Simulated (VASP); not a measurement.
Wanted: the native input for a VASP 6.6.1 run.

| Quantity | Value |
| --- | --- |
| Task | relaxation of cell and atoms |
| Functional | PBEsol |
| Potentials or basis | VASP PAW PBE potentials, release 64 (Mn_pv, Si) |
| Cutoff | 600 eV |
| k mesh | 7 × 7 × 7 |
| Occupations | fermi-dirac, width 0.05 eV |
| Spin | collinear spin, ferromagnetic start |
| Starting moments | [3.5, 3.5, 3.5, 3.5, 0.0, 0.0, 0.0, 0.0] μB |
| Dipole correction | no |
| Further INCAR settings | ALGO = Normal; EDIFF = 1e-06; IBRION = 2; EDIFFG = -0.01; NSW = 80; ISIF = 3 |

The structure of MnSi lies in POSCAR:

```
MnSi
1.0
    4.5480000000      0.0000000000      0.0000000000
    0.0000000000      4.5480000000      0.0000000000
    0.0000000000      0.0000000000      4.5480000000
Mn Si
4 4
Direct
    0.1354792600      0.1354792600      0.1354792600
    0.3645207400      0.8645207400      0.6354792600
    0.6354792600      0.3645207400      0.8645207400
    0.8645207400      0.6354792600      0.3645207400
    0.8446935049      0.8446935049      0.8446935049
    0.6553064951      0.1553064951      0.3446935049
    0.3446935049      0.6553064951      0.1553064951
    0.1553064951      0.3446935049      0.6553064951
```

The input as run:

INCAR

```
SYSTEM = MnSi
  PREC = Accurate
  ENCUT = 600
  EDIFF = 1E-6
  ISMEAR = -1
  SIGMA = 0.05
  LREAL = .FALSE.
  LASPH = .TRUE.
  NELM = 150
  ALGO = Normal
  ISIF = 3
  LWAVE = .FALSE.
  LCHARG = .FALSE.
  ISPIN = 2
  MAGMOM = 3.5 3.5 3.5 3.5 0 0 0 0
  LORBIT = 11
  LMAXMIX = 4
  GGA = PS
  IBRION = 2
  NSW = 80
  EDIFFG = -0.01
```

KPOINTS

```
regular mesh
0
G
  7 7 7
  0 0 0
```

Potentials or basis: VASP PAW PBE potentials, release 64 (Mn_pv, Si).

Run with:

```sh
$ cat potpaw_PBE.64/Mn_pv/POTCAR potpaw_PBE.64/Si/POTCAR > POTCAR
$ mpirun -np 1 vasp_std > vasp.out
```

It gave:

- Relaxed volume: 11.18 Å³/atom
- Relaxed cell: a = 4.472 Å, b = 4.472 Å, c = 4.472 Å, α = 90.00°, β = 90.00°, γ = 90.00°
- Space group after relaxing (to 0.1 Å): P2_13 (No. 198)
- Energy gained by relaxing: 19.2 meV/atom
- Ionic steps: 9
- Pressure after relaxing: 0.0 GPa
- Largest force after relaxing: 0.005 eV/Å
- Net moment: 3.65 μB per cell
- Site moments: Mn +0.96; Si -0.04 μB
- Valence electrons inside the program's atomic spheres: Mn 12.09; Si 1.67

Caveat: the PAW data sets were made with another functional, which shifts forces and pressure a little.

It took 23 min on 1 thread of Oxide Virtual Turin-like Processor, on a shared host, peak memory 0.32 GiB.
